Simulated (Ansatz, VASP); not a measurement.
Two plane-wave programs on MgS

File INCAR:

```
SYSTEM = MgS
PREC     = Accurate       ! precision mode
ENCUT    = 520            ! plane-wave cutoff, eV
EDIFF    = 1E-6           ! SCF threshold, eV
ISMEAR   = -1             ! smearing method
SIGMA    = 0.02           ! smearing width, eV
LREAL    = .False.        ! projectors in reciprocal space
LASPH    = .True.         ! aspherical terms in the spheres
NELM     = 80             ! most SCF steps
ALGO     = Normal         ! electronic algorithm
ISIF     = 2              ! what is computed and relaxed
LWAVE    = .False.        ! write WAVECAR
LCHARG   = .False.        ! write CHGCAR
GGA      = PE             ! functional
NBANDS   = 11             ! bands
```

The input KPOINTS:

```
regular mesh
0
Gamma
  8 8 8
  0 0 0
```

Contents of POSCAR:

```
MgS
1.0
    0.0000000000      2.8308768404      2.8308768404
    2.6893329983      0.0000000000      2.8308768404
    2.6893329983      2.8308768404      0.0000000000
Mg S
1 1
Direct
    0.0000000000      0.0000000000      0.0000000000
    0.2500000000      0.2500000000      0.2500000000
```

Input for Ansatz:

```yaml
crystal:
  lattice:
    - [0.0, 2.8308768404, 2.8308768404]
    - [2.6893329983, 0.0, 2.8308768404]
    - [2.6893329983, 2.8308768404, 0.0]
  atoms:
    - { symbol: Mg, position: [0.0, 0.0, 0.0] }
    - { symbol: S, position: [0.25, 0.25, 0.25] }
kpoints:
  mp_grid: { grid: [8, 8, 8] }
  band_path:
    path:
      - [0.0, 0.0, 0.0]
      - [-0.5, -0.5, 0.0]
      - [-0.375, -0.375, 0.25]
      - [-0.375, 0.0, 0.375]
      - [0.0, 0.0, 0.5]
      - [-0.5, -0.25, 0.25]
    npoints: 1
hamiltonian:
  xc: pbe
scf:
  occupations: { method: fermi_dirac, width: 0.02 }
  n_extra_bands: 4
output:
  forces: true
  stress: true
  eigenvalues: true
  write_density: true
  write_potential: true
  elf: true
  volumetric_format: npy
```

Change from the starting cell: uniaxial_x strain -5.0%.

Alike in both runs: task single point; functional PBE; k mesh 8 × 8 × 8; occupations fermi-dirac, width 0.02 eV; no spin polarisation.

|  | VASP | Ansatz |
| --- | --- | --- |
| version | VASP 6.6.1 | Ansatz 0.2.0 |
| potentials or method | VASP PAW PBE potentials, release 64 (Mg, S) | plane waves, PAW |
| plane-wave cutoff (eV) | 520 | 420 |
| valence electrons in the cell | 8 | 16 |

Ansatz gave:

| Quantity | Value |
| --- | --- |
| gap on the k mesh at the Fermi level (eV) | 3.63 |
| pressure (GPa) | 4.4 |
| traceless stress, the component that is largest in VASP (GPa) | 0.44 |

Task: Estimate VASP's values.

Result: gap on the k mesh at the Fermi level (eV): 3.63; pressure (GPa): 4.2; traceless stress, the component that is largest in VASP (GPa): 0.45.

With one functional, cell and mesh, what is left measures potentials, basis and numerics. VASP's potentials hold 8 valence electrons a cell and Ansatz's 16, so a difference there can come from the potentials and not from the codes.
